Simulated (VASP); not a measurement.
# Mn3Si (P4/mmm) in VASP: a series of runs, part 2 of 2

VASP 6.6.1. The steps go on from the part before.

## 4. Single point, BLYP, collinear spin, ferromagnetic start

The input, INCAR:

```
AGGAC = 1.0 ; AGGAX = 1.0
ALDAC = 0.0 ; ALDAX = 1.0
ALGO = Normal ; EDIFF = 1E-6
ENCUT = 520 ; GGA = B5
ISIF = 2 ; ISMEAR = -1
ISPIN = 2 ; LASPH = True
LCHARG = True ; LELF = True
LMAXMIX = 4 ; LORBIT = 11
LREAL = False ; LVHAR = True
LWAVE = False ; MAGMOM = 2.8 2.8 2.8 0
NBANDS = 34 ; NELM = 150
PREC = Accurate ; SIGMA = 0.1
```

The input, KPOINTS:

```
k-points
0
Gamma
  10 10 5
```

The input, POSCAR:

```
Mn3Si
1.0
    2.7912010000      0.0000000000      0.0000000000
    0.0000000000      2.7912010000      0.0000000000
    0.0000000000      0.0000000000      5.6843340000
Mn Si
3 1
Direct
    0.0000000000      0.0000000000      0.7465510000
    0.0000000000      0.0000000000      0.2534490000
    0.5000000000      0.5000000000      0.0000000000
    0.5000000000      0.5000000000      0.5000000000
```

Potentials or basis: VASP PAW PBE potentials, release 64 (Mn_pv, Si).

Started as:

```sh
> cat potpaw_PBE.64/Mn_pv/POTCAR potpaw_PBE.64/Si/POTCAR > POTCAR
> mpirun -np 1 vasp_std > vasp.out
```

OUTCAR:

```text
EDIFF = 1E-6
   ENCUT = 520
   GGA = B5
   ISIF = 2
   ISMEAR = -1
   ISPIN = 2
   LASPH = True
   LORBIT = 11
   LREAL = False
   NELM = 150
   PREC = Accurate

 ion  position               nearest neighbor table
   1  0.000  0.000  0.747-   4 2.42   4 2.42   4 2.42   4 2.42   3 2.44   3 2.44   3 2.44   3 2.44
                             2 2.80   2 2.88
   2  0.000  0.000  0.253-   4 2.42   4 2.42   4 2.42   4 2.42   3 2.44   3 2.44   3 2.44   3 2.44
                             1 2.80   1 2.88
   3  0.500  0.500  0.000-   1 2.44   2 2.44   1 2.44   2 2.44   1 2.44   2 2.44   1 2.44   2 2.44
                             4 2.84   4 2.84
   4  0.500  0.500  0.500-   1 2.42   2 2.42   1 2.42   2 2.42   1 2.42   2 2.42   1 2.42   2 2.42
                             3 2.84   3 2.84

  LATTYP: Found a simple tetragonal cell.
 ALAT       =     2.7912010000
 C/A-ratio  =     2.0365190468

  Lattice vectors:

[... 1942 lines left out ...]

  FORCE on cell =-STRESS in cart. coord.  units (eV):
  Direction    XX          YY          ZZ          XY          YZ          ZX
  --------------------------------------------------------------------------------------
  -------------------------------------------------------------------------------------
  Total        2.0564556      2.0564556      2.0765388      0.0000000     -0.0000000      0.0000000
  in kB       74.3991742     74.3991742     75.1257506      0.0000000     -0.0000000      0.0000000
  external PRESSURE =      74.6413663 kB  Pullay stress =       0.0000000 kB

 VOLUME and BASIS-vectors are now :
 -----------------------------------------------------------------------------
  energy-cutoff  :      520.00
  volume of cell :       44.29
      direct lattice vectors                 reciprocal lattice vectors
     2.791201000  0.000000000  0.000000000     0.358268717  0.000000000  0.000000000
     0.000000000  2.791201000  0.000000000     0.000000000  0.358268717  0.000000000
     0.000000000  0.000000000  5.684334000     0.000000000  0.000000000  0.175922105

 POSITION                                       TOTAL-FORCE (eV/Angst)
 -----------------------------------------------------------------------------------
      0.00000      0.00000      4.24365         0.000000      0.000000      0.001154
      0.00000      0.00000      1.44069        -0.000000      0.000000     -0.001154
      1.39560      1.39560      0.00000        -0.000000     -0.000000      0.000000
      1.39560      1.39560      2.84217        -0.000000     -0.000000      0.000000
 -----------------------------------------------------------------------------------
    total drift:                                0.000000     -0.000000     -0.000000

  FREE ENERGIE OF THE ION-ELECTRON SYSTEM (eV)
  ---------------------------------------------------
  free  energy   TOTEN  =       -28.4933174565 eV

  energy  without entropy=      -28.3828194263  energy(sigma->0) =      -28.43806844

 total charge

# of ion       s       p       d       tot
------------------------------------------
    1        0.365   6.370   5.323  12.057
    2        0.365   6.370   5.323  12.057
    3        0.396   6.380   5.143  11.918
    4        0.731   0.919   0.000   1.651
--------------------------------------------------
tot          1.856  20.039  15.789  37.684

 magnetization (x)

# of ion       s       p       d       tot
------------------------------------------
    1       -0.005  -0.013  -0.288  -0.306
    2       -0.005  -0.013  -0.288  -0.306
    3        0.009   0.002   1.711   1.721
    4        0.012   0.014   0.000   0.026
--------------------------------------------------
tot          0.010  -0.010   1.134   1.135
```

stdout:

```text
POSCAR found type information on POSCAR MnSi
 POSCAR found :  2 types and       4 ions
 scaLAPACK will be used
 -----------------------------------------------------------------------------
|                                                                             |
|                                                                             |
|     You enforced a specific xc type in the INCAR file but a different       |
|     I HOPE YOU KNOW WHAT YOU ARE DOING!                                     |
|                                                                             |
 -----------------------------------------------------------------------------

 LDA part: xc-table for (Slater(with rela. corr.)+VWN5), standard interpolation
 POSCAR, INCAR and KPOINTS ok, starting setup
 FFT: planning ... GRIDC
 FFT: planning ... GRID_SOFT
 FFT: planning ... GRID
 WAVECAR not read
 entering main loop
```

Run time: 100 s. Hardware: 1 thread of Intel Xeon 6975P-C (Granite Rapids), shared host; peak memory 0.26 GiB.

What came out:

| Quantity | Value |
| --- | --- |
| Free energy | -28.4933 eV |
| Pressure | 7.5 GPa |
| Net moment | 1.15 μB per cell |
| Site moments | Mn -0.31, +1.72 (each value once); Si +0.03 μB |
| Valence electrons inside the program's atomic spheres | Mn 12.06, 11.92 (each value once); Si 1.65 |

Levels at points of the mesh, in eV from the Fermi level:
Spin up:
```tsv
k point	band 19	band 20	band 21	band 22	band 23	band 24	band 25	band 26
(0.00, 0.00, 0.00)	-1.11	-1.07	-1.07	0.04	0.49	0.83	0.83	0.98
(0.50, 0.00, 0.00)	-1.02	-1.01	-0.46	-0.26	0.20	0.43	0.63	1.00
(0.50, 0.50, 0.00)	-0.74	-0.74	-0.17	-0.10	-0.10	1.10	1.15	1.15
```
Spin down:
| k point | band 17 | band 18 | band 19 | band 20 | band 21 | band 22 | band 23 | band 24 | band 25 | band 26 |
| --- | --- | --- | --- | --- | --- | --- | --- | --- | --- | --- |
| (0.00, 0.00, 0.00) | -1.35 | -0.95 | -0.95 | -0.68 | -0.23 | 0.09 | 1.09 | 1.09 | 1.31 | 1.45 |
| (0.50, 0.00, 0.00) | -1.95 | -1.33 | -1.03 | -0.68 | -0.21 | 0.07 | 0.32 | 0.96 | 1.15 | 1.64 |
| (0.50, 0.50, 0.00) | -0.82 | -0.82 | -0.65 | -0.05 | -0.05 | 0.97 | 1.03 | 1.08 | 1.14 | 1.68 |

Caveat: the cell stands under pressure; the PAW data sets were made with another functional, which shifts forces and pressure a little.

## 5. Overview

```tsv
level	potentials or basis	gap on the mesh (eV)	pressure (GPa)	moment (μB)	largest force (eV/Å)
PBEsol	VASP PAW PBE potentials, release 64 (Mn_pv, Si)	none	-10.2	1.10	0.08
LDA	VASP PAW LDA potentials, release 64 (Mn_pv, Si)	none	-19.4	0.77	0.20
BLYP	VASP PAW PBE potentials, release 64 (Mn_pv, Si)	none	7.5	1.15	-
```

Alike in all rows: task single point; spin collinear, ferromagnetic start; cell as given; k mesh 10 × 10 × 5; cutoff (eV) 520; smearing fermi-dirac 0.1 eV.

Caveats: the cell stands under tension (at least some runs); the PAW data sets were made with another functional, which shifts forces and pressure a little (at least some runs); the cell stands under pressure (at least some runs).

Total energies depend on the potentials used, so only differences within one code and one set of settings carry meaning.
